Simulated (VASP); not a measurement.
Input of a VASP 6.6.1 run:

File INCAR:

```
SYSTEM = AlN
PREC = Accurate ; ENCUT = 520
EDIFF = 1E-7 ; ISMEAR = -1
SIGMA = 0.02 ; LREAL = .False.
LASPH = .True. ; NELM = 100
ALGO = Normal ; ISIF = 2
LWAVE = .False. ; LCHARG = .False.
GGA = PE ; NBANDS = 11
```

File KPOINTS:

```
Automatic mesh
0
Gamma
  10 10 10
  0 0 0
```

Contents of POSCAR:

```
AlN
1.0
    0.0000000000      2.1411788842      2.2285739407
    2.1411788842      0.0000000000      2.2285739407
    2.1411788842      2.1411788842      0.0000000000
Al N
1 1
Direct
    0.0000000000      0.0000000000      0.0000000000
    0.2500000000      0.2500000000      0.2500000000
```

Potentials or basis: VASP PAW PBE potentials, release 64 (Al, N).

Command:

```console
$ cat potpaw_PBE.64/Al/POTCAR potpaw_PBE.64/N/POTCAR > POTCAR
$ mpirun -np 1 vasp_std > vasp.out
```

(1) Estimate the pressure.

(2) Predict the band gap on the k mesh.

Results:

(1) 8.7 GPa.

(2) 3.20 eV, indirect (least direct gap 4.30 eV).

Caveat: the cell differs from its parent crystal (epitaxial xy strain -2.0%).
